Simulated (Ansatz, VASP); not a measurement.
## Two plane-wave programs on LiH

The input POSCAR:

```
LiH
1.0
    1.8745007314      1.8745007314      0.0000000000
   -1.8745007314      1.8745007314      0.0000000000
    0.0000000000      1.8745007314      1.8745007314
Li H
1 1
Direct
    0.0000000000      0.0000000000      0.0000000000
    0.5000000000      0.5000000000      0.0000000000
```

INCAR.step1

```
SYSTEM = LiH
PREC     = Accurate       ! precision mode
ENCUT    = 520            ! plane-wave cutoff, eV
ISMEAR   = 0              ! smearing method
SIGMA    = 0.01           ! smearing width, eV
LREAL    = .False.        ! projectors in reciprocal space
LASPH    = .True.         ! aspherical terms in the spheres
NELM     = 80             ! most SCF steps
NBANDS   = 9              ! bands
GGA      = PE             ! functional
ALGO     = Normal         ! electronic algorithm
EDIFF    = 1E-4           ! SCF threshold, eV
LWAVE    = .True.         ! write WAVECAR
LCHARG   = .False.        ! write CHGCAR
```

File INCAR.step2:

```
SYSTEM = LiH
PREC     = Accurate       ! precision mode
ENCUT    = 520            ! plane-wave cutoff, eV
EDIFF    = 1E-7           ! SCF threshold, eV
ISMEAR   = 0              ! smearing method
SIGMA    = 0.01           ! smearing width, eV
LREAL    = .False.        ! projectors in reciprocal space
LASPH    = .True.         ! aspherical terms in the spheres
NELM     = 80             ! most SCF steps
ALGO     = Normal         ! electronic algorithm
ISIF     = 2              ! what is computed and relaxed
LWAVE    = .False.        ! write WAVECAR
LCHARG   = .False.        ! write CHGCAR
METAGGA  = R2SCAN         ! meta-GGA
LMIXTAU  = .True.       
NBANDS   = 9              ! bands
ISTART   = 1
```

KPOINTS

```
Automatic mesh
0
Gamma
  10 10 10
  0 0 0
```

Input for Ansatz:

```yaml
crystal:
  lattice:
    - [1.87450073144, 1.87450073144, 0.0]
    - [-1.87450073144, 1.87450073144, 0.0]
    - [0.0, 1.87450073144, 1.87450073144]
  atoms:
    - { symbol: Li, position: [0.0, 0.0, 0.0] }
    - { symbol: H, position: [0.5, 0.5, 0.0] }
kpoints:
  mp_grid: { grid: [10, 10, 10] }
scf:
  occupations: { method: fixed }
  convergence: { dr2_threshold: 1.0e-10 }
hamiltonian:
  xc: r2scan
  pseudopotentials: { kind: paw }
output:
  forces: true
  stress: true
  eigenstates:
    kpoints:
      - [0.0, 0.0, 0.0]
      - [-0.5, 0.5, 0.0]
      - [-0.5, -0.5, -0.5]
      - [0.0, 0.0, -0.5]
      - [0.0, -0.5, -0.5]
      - [0.0, 0.5, 0.0]
      - [-0.5, 0.0, 0.0]
      - [-0.5, 0.0, -0.5]
  eigenvalues: true
```

Alike in both runs: task single point; functional r2SCAN; k mesh 10 × 10 × 10; no spin polarisation.

|  | VASP | Ansatz |
| --- | --- | --- |
| version | VASP 6.6.1 | Ansatz 0.2.0 |
| potentials or method | VASP PAW PBE potentials, release 64 (Li_sv, H) | PAW with Ansatz's default frozen-core files, scalar-relativistic |
| plane-wave cutoff (eV) | 520 | 500 |
| occupations | gaussian, width 0.01 eV | fixed |
| valence electrons in the cell | 4 | 4 |

|  | VASP | Ansatz | Ansatz less VASP |
| --- | --- | --- | --- |
| gap on the k mesh at the Fermi level (eV) | 3.43 | 3.47 | +0.038 |

VASP's potentials were made for PBE, not for r2SCAN.

Noted on VASP's run: the cutoff is short for stress, so the pressure is rough.
